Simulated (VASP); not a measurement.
Input of a VASP 6.6.1 run:

The input INCAR:

```
SYSTEM = Mn
PREC = Accurate
ENCUT = 520
EDIFF = 1E-6
ISMEAR = 0
SIGMA = 0.05
LREAL = .False.
LASPH = .True.
NELM = 150
ALGO = Normal
ISIF = 2
LWAVE = .False.
LCHARG = .False.
LNONCOLLINEAR = .True.
MAGMOM = 0.109 1.216 -1.034 0.497 -1.315 2.305 -1.895 0.98 -1.814 0.835 -1.851 -1.081
LORBIT = 11
LMAXMIX = 4
NBANDS = 66
```

KPOINTS

```
Automatic mesh
0
Gamma
  3 3 2
  0 0 0
```

File POSCAR:

```
Mn
1.0
    2.8380000000      0.0000000000      0.0000000000
    0.0000000000      2.8380000000      0.0000000000
    0.0000000000      0.0000000000      5.6759000000
Mn
4
Direct
    0.0000000000      0.0000000000      0.0000000000
    0.5000000000      0.5000000000      0.2500000000
    0.0000000000      0.0000000000      0.5000000000
    0.5000000000      0.5000000000      0.7500000000
```

Potentials or basis: VASP PAW LDA potentials, release 64 (Mn_pv).

The run is started by

```bash
$ cat potpaw_LDA.64/Mn_pv/POTCAR > POTCAR
$ mpirun -np 1 vasp_ncl > vasp.out
```

(1) Estimate the band gap on the k mesh.

(2) Predict the pressure.

## Answers

(1) zero (band 52 reaches 9.97 eV, above the bottom of band 53 at 9.57 eV).

(2) -31.1 GPa.

Caveat: the k points lie up to 0.74 Å⁻¹ apart.
